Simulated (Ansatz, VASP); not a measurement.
## One calculation of Sr3Ru, two programs

```
CELL_PARAMETERS angstrom
5.07248 0.00000 0.00000
0.00000 5.07248 0.00000
0.00000 0.00000 5.07248
ATOMIC_POSITIONS crystal
Sr 0.00000 0.50000 0.50000
Sr 0.50000 0.00000 0.50000
Sr 0.50000 0.50000 0.00000
Ru 0.00000 0.00000 0.00000
```

Alike in both runs: functional PBE; k mesh 10 × 10 × 10; occupations gaussian, width 0.1 eV; no spin polarisation.

Ansatz relaxed the structure, and its values are those at the end. VASP's run is a single point on that final structure, the one shown.

|  | VASP | Ansatz |
| --- | --- | --- |
| version | VASP 6.6.1 | Ansatz 0.2.0 |
| potentials or method | VASP PAW PBE potentials, release 64 (Sr_sv, Ru_pv), cutoff 520 eV | scalar-relativistic, plane waves, PAW |
| valence electrons in the cell | 44 | 46 |

|  | VASP | Ansatz | Ansatz less VASP |
| --- | --- | --- | --- |
| gap on the k mesh at the Fermi level (eV) | none | none | - |
| pressure (GPa) | 0.1 | 0.0 | -0.08 |

A gap of «none» marks a metal or a gap that the smearing closes. With one functional, cell and mesh, what is left measures potentials, basis and numerics. VASP's potentials hold 44 valence electrons a cell and Ansatz's 46, so a difference there can come from the potentials and not from the codes.
